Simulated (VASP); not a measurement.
Here is a VASP 6.6.1 calculation.

The input INCAR:

```
SYSTEM = WS2
ALGO = Normal
EDIFF = 1E-6
ENCUT = 520
GGA = PE
ISIF = 2
ISMEAR = 0
LASPH = .True.
LCHARG = .False.
LREAL = .False.
LWAVE = .False.
NBANDS = 20
NELM = 100
PREC = Accurate
SIGMA = 0.1
```

File KPOINTS:

```
k-points
0
Gamma
  6 6 6
  0 0 0
```

The input POSCAR:

```
WS2
1.0
    1.5924332100      0.9193917500      6.4898004500
   -1.5924332100      0.9193917500      6.4898004500
    0.0000000000     -1.8387835000      6.4898004500
W S
1 2
Direct
    0.0006678700      0.0006678700      0.0006678700
    0.4141123300      0.4141123300      0.4141123300
    0.2539198100      0.2539198100      0.2539198100
```

Potentials or basis: VASP PAW PBE potentials, release 64 (W_sv, S).

Launch:

```bash
$ cat potpaw_PBE.64/W_sv/POTCAR potpaw_PBE.64/S/POTCAR > POTCAR
$ mpirun -np 1 vasp_std > vasp.out
```

Question: Predict the band gap on the k mesh.

Answer: 1.26 eV (least direct gap 1.79 eV).

Question: Estimate the pressure.

Answer: 1.8 GPa.

Question: What does it give for the largest force?

Answer: 0.213 eV/Å.

Stress tensor (GPa, compression positive):
```
1.20 0.00 0.00
0.00 1.20 0.00
0.00 0.00 2.87
```

Caveat: spin-orbit coupling is left out, which moves the levels of the heavy elements. A k mesh can miss the band edges.
